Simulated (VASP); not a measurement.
Set up this calculation in VASP 6.6.1, as the native input.

- Task: relaxation of shape and atoms at fixed volume
- Functional: r2SCAN
- Potentials or basis: VASP PAW PBE potentials, release 64 (Si, O)
- Cutoff: 600 eV
- k mesh: 6 × 6 × 8
- Occupations: gaussian, width 0.02 eV
- Spin: no spin polarisation
- Dipole correction: no
- Further INCAR settings: ALGO = Normal; EDIFF = 1e-06; IBRION = 2; EDIFFG = -0.01; NSW = 50; ISIF = 4

SiO2:

```
Si O
1.0
     3.99174    0.00000    0.00000
     0.00000    3.99174    0.00000
     0.00000    0.00000    2.58177
Si O
2 4
Cartesian
  0.0000 0.0000 0.0000
  1.9959 1.9959 1.2909
  1.2096 1.2096 0.0000
  0.7862 3.2055 1.2909
  2.7821 2.7821 0.0000
  3.2055 0.7862 1.2909
```

One way to write it, as run:

POSCAR

```
SiO2
1.0
    3.9917437788      0.0000000000      0.0000000000
    0.0000000000      3.9917437788      0.0000000000
    0.0000000000      0.0000000000      2.5817677168
Si O
2 4
Direct
    0.0000000000      0.0000000000      0.0000000000
    0.5000000000      0.5000000000      0.5000000000
    0.3030362611      0.3030362611      0.0000000000
    0.1969637389      0.8030362611      0.5000000000
    0.6969637389      0.6969637389      0.0000000000
    0.8030362611      0.1969637389      0.5000000000
```

INCAR.step1

```
SYSTEM = SiO2
ALGO = Normal
EDIFF = 1E-4
ENCUT = 600
GGA = PE
ISMEAR = 0
LASPH = .TRUE.
LCHARG = .FALSE.
LREAL = .FALSE.
LWAVE = .TRUE.
NELM = 100
PREC = Accurate
SIGMA = 0.02
```

INCAR.step2

```
SYSTEM = SiO2
ALGO = Normal
EDIFF = 1E-6
EDIFFG = -0.01
ENCUT = 600
IBRION = 2
ISIF = 4
ISMEAR = 0
ISTART = 1
LASPH = .TRUE.
LCHARG = .FALSE.
LMIXTAU = .TRUE.
LREAL = .FALSE.
LWAVE = .FALSE.
METAGGA = R2SCAN
NELM = 100
NSW = 50
PREC = Accurate
SIGMA = 0.02
```

KPOINTS

```
k-points
0
G
  6 6 8
  0 0 0
```

Potentials or basis: VASP PAW PBE potentials, release 64 (Si, O).

Command:

```bash
$ cat potpaw_PBE.64/Si/POTCAR potpaw_PBE.64/O/POTCAR > POTCAR
$ cp INCAR.step1 INCAR
$ mpirun -np 1 vasp_std > vasp.out
$ cp INCAR.step2 INCAR
$ mpirun -np 1 vasp_std > vasp.out
```

It gave:

```json
{
 "Energy gained by relaxing": "0.5 meV/atom",
 "Ionic steps": "5",
 "Pressure after relaxing": "52.8 GPa",
 "Band gap on the k mesh": "7.86 eV"
}
```

Caveat: the PAW data sets were made with another functional, which shifts forces and pressure a little.

It took 8.1 min on 1 thread of Intel Xeon 8259CL, with other jobs on the host, peak memory 0.19 GiB.
